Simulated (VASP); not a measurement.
# HgTe (Fm-3m) in VASP: notebook

HgTe is run at these levels: PBE; tasks: relaxation of the atoms.

Everything below comes from runs of VASP 6.6.1. Logs are shortened: lines on timing, memory, paths and dates and some standing lists are left out, and cuts for length are marked.

**1. The cell of the first run**

Symmetry: Fm-3m, No. 225, cubic system. The conventional cell has a = 5.804 Å, b = 5.804 Å, c = 5.804 Å, α = 90.00°, β = 90.00°, γ = 90.00°. Within 3.8 Å of Hg (site symmetry m-3m) lie 6 Te at 2.90 Å. Te (site symmetry m-3m) has 6 Hg at 2.90 Å within 3.8 Å.

**2. Relaxation of the atoms, PBE (24.44 Å³/atom)**

INCAR reads:

```
ALGO = Normal ; EDIFF = 1E-7
EDIFFG = -0.02 ; ENCUT = 450
GGA = PE ; GGA_COMPAT = F
IBRION = 2 ; ISIF = 2
ISMEAR = -1 ; LASPH = T
LCHARG = F ; LREAL = F
LWAVE = F ; NELM = 120
NELMIN = 4 ; NSW = 80
PREC = Accurate ; SIGMA = 0.05
```

KPOINTS reads:

```
k-points
0
Gamma
  14 14 14
```

POSCAR reads:

```
HgTe
1.0
    0.0000000000      2.9018920266      2.9018920266
    2.9018920266      0.0000000000      2.9018920266
    2.9018920266      2.9018920266      0.0000000000
Hg Te
1 1
Direct
    0.0000000000      0.0000000000      0.0000000000
    0.5000000000      0.5000000000      0.5000000000
```

Potentials or basis: VASP PAW PBE potentials, release 64 (Hg, Te).

Command:

```
$ cat potpaw_PBE.64/Hg/POTCAR potpaw_PBE.64/Te/POTCAR > POTCAR
$ mpirun -np 1 vasp_std > vasp.out
```

OUTCAR:

```text
EDIFF = 1E-7
   EDIFFG = -0.02
   ENCUT = 450
   GGA = PE
   IBRION = 2
   ISIF = 2
   ISMEAR = -1
   LASPH = T
   LREAL = F
   NELM = 120
   NELMIN = 4
   NSW = 80
   PREC = Accurate

 ion  position               nearest neighbor table
   1  0.000  0.000  0.000-   2 2.90   2 2.90   2 2.90   2 2.90   2 2.90   2 2.90
   2  0.500  0.500  0.500-   1 2.90   1 2.90   1 2.90   1 2.90   1 2.90   1 2.90

  LATTYP: Found a face centered cubic cell.
 ALAT       =     5.8037840532

  Lattice vectors:

 A1 = (   0.0000000000,   2.9018920266,   2.9018920266)
 A2 = (   2.9018920266,   0.0000000000,   2.9018920266)
 A3 = (   2.9018920266,   2.9018920266,   0.0000000000)

Analysis of symmetry for initial positions (statically):
=====================================================================
 Subroutine PRICEL returns:
 Original cell was already a primitive cell.

 Routine SETGRP: Setting up the symmetry group for a
 face centered cubic supercell.

 Subroutine GETGRP returns: Found 48 space group operations
 (whereof 48 operations were pure point group operations)
 out of a pool of 48 trial point group operations.

The static configuration has the point symmetry O_h .

Analysis of symmetry for dynamics (positions and initial velocities):
=====================================================================
 Subroutine PRICEL returns:
 Original cell was already a primitive cell.

 Routine SETGRP: Setting up the symmetry group for a
 face centered cubic supercell.

 Subroutine GETGRP returns: Found 48 space group operations
 (whereof 48 operations were pure point group operations)
 out of a pool of 48 trial point group operations.

The dynamic configuration has the point symmetry O_h .

 Subroutine INISYM returns: Found 48 space group operations
 (whereof 48 operations are pure point group operations),
 and found     1 'primitive' translations

----------------------------------------------------------------------------------------

                                     Primitive cell

  volume of cell :      48.8735

  direct lattice vectors                    reciprocal lattice vectors
     0.000000000  2.901892027  2.901892027    -0.172301380  0.172301380  0.172301380
     2.901892027  0.000000000  2.901892027     0.172301380 -0.172301380  0.172301380
     2.901892027  2.901892027  0.000000000     0.172301380  0.172301380 -0.172301380

  length of vectors
     4.103895061  4.103895061  4.103895061     0.298434744  0.298434744  0.298434744

  position of ions in fractional coordinates (direct lattice)
     0.000000000  0.000000000  0.000000000
     0.500000000  0.500000000  0.500000000

[... 90 lines left out ...]
   EFERMI =   0.00;   METHOD = LEGACY
   ISMEAR =    -1;   SIGMA  =   0.05  broadening in eV -4-tet -1-fermi 0-gaus
   EFERMI_NEDOS =   21; number of points for ismear=-14 and -15
   IALGO  =     38    algorithm
   IMIX   =      4    mixing-type and parameters
     AMIX     =   0.40;   BMIX     =  1.00
     AMIX_MAG =   1.60;   BMIX_MAG =  1.00
  volume/ion in A,a.u.               =      24.44       164.91
  Fermi-wavevector in a.u.,A,eV,Ry     =   1.173477  2.217549 18.735865  1.377047
  Thomas-Fermi vector in A             =   2.309889
   LORBIT       =      0    0 simple, 1 ext, 2 COOP (PROOUT), +10 PAW based schemes
   GGA     = PE    functional components
   LHFCALC =     F    Hartree Fock is set to
   AEXX    =    0.0000 exact exchange contribution
   IVDW    =     0    specifies the selected vdW correction
   LEPSILON=     F    determine dielectric tensor
   LRPA    =     F    only Hartree local field effects (RPA)
 conjugate gradient relaxation of ions
 non-spin polarized calculation
  energy-cutoff  :      450.00
  volume of cell :       48.87
 maximum number of plane-waves:      1071
   NGX = 15   NGY = 15   NGZ = 15

 number of electron      18.0000005 magnetization

 Free energy of the ion-electron system (eV)
  ---------------------------------------------------
  ext. energy  EPLUGINS =         0.00000000
  ---------------------------------------------------
  free energy    TOTEN  =        -3.04339202 eV

  energy without entropy =       -3.03437745  energy(sigma->0) =       -3.03888473

 E-fermi :   6.2375     XC(G=0): -10.6060

 val. band max:        6.2343580420   @ k =  -0.1429   0.2143   0.0714
 cond. band min:       6.2417370286   @ k =   0.4286   0.1429   0.0714
 fundamental gap:      0.0073789865
 Fermi energy:         6.2375058167

 k-point     1 :       0.0000    0.0000    0.0000
  band No.  band energies     occupation
      1      -6.9982      2.00000
      2      -1.1453      2.00000
      3      -1.1453      2.00000
      4      -1.0820      2.00000
      5      -1.0820      2.00000
      6      -1.0820      2.00000
      7       5.2701      2.00000
      8       5.2701      2.00000
      9       5.2701      2.00000
     10       5.9669      1.99112
     11      13.9382      0.00000
     12      13.9382      0.00000
     13      13.9385      0.00000
[... 354 lines left out ...]
  band No.  band energies     occupation
      1      -6.2498      2.00000
      2      -1.5748      2.00000
      3      -1.2447      2.00000
      4      -1.1920      2.00000
      5      -0.9773      2.00000
      6      -0.9268      2.00000
      7       1.9947      2.00000
      8       4.8767      2.00000
      9       5.3554      2.00000
     10       8.3470      0.00000
     11      10.8703      0.00000
     12      12.0615      0.00000
     13      12.8883      0.00000

 [... further k-points ...]

------------------------ aborting loop because EDIFF is reached ----------------------------------------

  FORCE on cell =-STRESS in cart. coord.  units (eV):
  Direction    XX          YY          ZZ          XY          YZ          ZX
  --------------------------------------------------------------------------------------
  -------------------------------------------------------------------------------------
  Total        3.9060730      3.9060730      3.9060730     -0.0000000     -0.0000000      0.0000000
  in kB      128.0492952    128.0492952    128.0492952     -0.0000000     -0.0000000      0.0000000
  external PRESSURE =     128.0492952 kB  Pullay stress =       0.0000000 kB

 VOLUME and BASIS-vectors are now :
 -----------------------------------------------------------------------------
  energy-cutoff  :      450.00
  volume of cell :       48.87
      direct lattice vectors                 reciprocal lattice vectors
     0.000000000  2.901892027  2.901892027    -0.172301380  0.172301380  0.172301380
     2.901892027  0.000000000  2.901892027     0.172301380 -0.172301380  0.172301380
     2.901892027  2.901892027  0.000000000     0.172301380  0.172301380 -0.172301380

 POSITION                                       TOTAL-FORCE (eV/Angst)
 -----------------------------------------------------------------------------------
      0.00000      0.00000      0.00000        -0.000000      0.000000     -0.000000
      2.90189      2.90189      2.90189         0.000000     -0.000000      0.000000
 -----------------------------------------------------------------------------------
    total drift:                               -0.000000      0.000000      0.000000

  FREE ENERGIE OF THE ION-ELECTRON SYSTEM (eV)
  ---------------------------------------------------
  free  energy   TOTEN  =        -3.0433920193 eV

  energy  without entropy=       -3.0343774465  energy(sigma->0) =       -3.03888473

 reached required accuracy - stopping structural energy minimisation
```

OSZICAR:

```text
N       E                     dE             d eps       ncg     rms          rms(c)
DAV:   1     0.100635338074E+03    0.10064E+03   -0.78830E+03  2728   0.111E+03
DAV:   2     0.201110696000E+00   -0.10043E+03   -0.95581E+02  3034   0.265E+02
DAV:   3    -0.324368159090E+01   -0.34448E+01   -0.33878E+01  3299   0.509E+01
DAV:   4    -0.326948017000E+01   -0.25799E-01   -0.25705E-01  3177   0.416E+00
DAV:   5    -0.326981425824E+01   -0.33409E-03   -0.33408E-03  3229   0.437E-01    0.105E+01
DAV:   6    -0.305099583526E+01    0.21882E+00   -0.54696E-01  3004   0.112E+01    0.777E+00
DAV:   7    -0.304468264800E+01    0.63132E-02   -0.10696E-01  3104   0.267E+00    0.238E+00
DAV:   8    -0.304344112946E+01    0.12415E-02   -0.11629E-02  2854   0.150E+00    0.626E-01
DAV:   9    -0.304338153628E+01    0.59593E-04   -0.82689E-04  3134   0.390E-01    0.106E-01
DAV:  10    -0.304338772932E+01   -0.61930E-05   -0.58670E-05  3024   0.898E-02    0.350E-02
DAV:  11    -0.304339357086E+01   -0.58415E-05   -0.20341E-05  3012   0.487E-02    0.385E-02
DAV:  12    -0.304339202258E+01    0.15483E-05   -0.36810E-06  2907   0.239E-02    0.156E-02
DAV:  13    -0.304339201927E+01    0.33099E-08   -0.26439E-07  3129   0.358E-03
   1 F= -.30433920E+01 E0= -.30388847E+01  d E =-.304339E+01
```

Wall time 30 s (1 thread of AMD EPYC 9R45 (Zen 5), shared host); peak memory 0.17 GiB.

Results:

```
Free energy             : -3.0434 eV
Pressure after relaxing : 12.8 GPa
Band gap on the k mesh  : zero (bands 9 and 10 overlap by 3.36 eV)
```

Final structure:
```
Hg Te
1.0
     0.00000    2.90189    2.90189
     2.90189    0.00000    2.90189
     2.90189    2.90189    0.00000
Hg Te
1 1
Direct
  0.00000 0.00000 0.00000
  0.50000 0.50000 0.50000
```

Levels at points of the mesh, in eV from the Fermi level:
| k point | band 7 | band 8 | band 9 | band 10 | band 11 | band 12 |
| --- | --- | --- | --- | --- | --- | --- |
| (0.00, 0.00, 0.00) | -0.97 | -0.97 | -0.97 | -0.27 | 7.70 | 7.70 |
| (0.50, 0.00, 0.00) | -6.19 | 0.42 | 0.42 | 2.42 | 3.69 | 3.69 |
| (0.50, 0.50, 0.00) | -5.37 | -2.98 | -2.94 | -2.94 | 4.59 | 9.99 |

Caveat: the relaxation stopped at its first step, so nothing moved; spin-orbit coupling is left out, which moves the levels of the heavy elements.

**3. Relaxation of the atoms, PBE (25.43 Å³/atom)**

This run uses another cell than the first one, of 25.43 Å³/atom.

INCAR reads:

```
ALGO = Normal
EDIFF = 1E-7
EDIFFG = -0.02
ENCUT = 450
GGA = PE
GGA_COMPAT = False
IBRION = 2
ISIF = 2
ISMEAR = -1
LASPH = True
LCHARG = False
LREAL = False
LWAVE = False
NELM = 120
NELMIN = 4
NSW = 80
PREC = Accurate
SIGMA = 0.05
```

KPOINTS is that of step 2.

POSCAR reads:

```
HgTe
1.0
    0.0000000000      2.9408482460      2.9408482460
    2.9408482460      0.0000000000      2.9408482460
    2.9408482460      2.9408482460      0.0000000000
Hg Te
1 1
Direct
    0.0000000000      0.0000000000      0.0000000000
    0.5000000000      0.5000000000      0.5000000000
```

Potentials or basis: VASP PAW PBE potentials, release 64 (Hg, Te).

Command:

```
$ cat potpaw_PBE.64/Hg/POTCAR potpaw_PBE.64/Te/POTCAR > POTCAR
$ mpirun -np 1 vasp_std > vasp.out
```

Wall time 34 s (1 thread of AMD EPYC 9R45 (Zen 5), shared host); peak memory 0.18 GiB.

It converged, with:

```
Free energy             : -3.1774 eV
Pressure after relaxing : 8.8 GPa
Band gap on the k mesh  : zero (bands 9 and 10 overlap by 3.12 eV)
```

Final structure:
```
Hg Te
1.0
     0.00000    2.94085    2.94085
     2.94085    0.00000    2.94085
     2.94085    2.94085    0.00000
Hg Te
1 1
Direct
  0.00000 0.00000 0.00000
  0.50000 0.50000 0.50000
```

Levels at points of the mesh, in eV from the Fermi level:
```csv
k point,band 5,band 6,band 7,band 8,band 9,band 10,band 11,band 12,band 13
"(0.00, 0.00, 0.00)",-7.12,-7.12,-0.89,-0.89,-0.89,-0.48,7.68,7.68,7.69
"(0.50, 0.00, 0.00)",-6.89,-6.89,-6.00,0.38,0.38,2.48,3.77,3.77,4.23
"(0.50, 0.50, 0.00)",-6.79,-5.98,-5.05,-2.92,-2.74,-2.74,4.67,9.76,9.76
```

Caveat: the relaxation stopped at its first step, so nothing moved; spin-orbit coupling is left out, which moves the levels of the heavy elements.
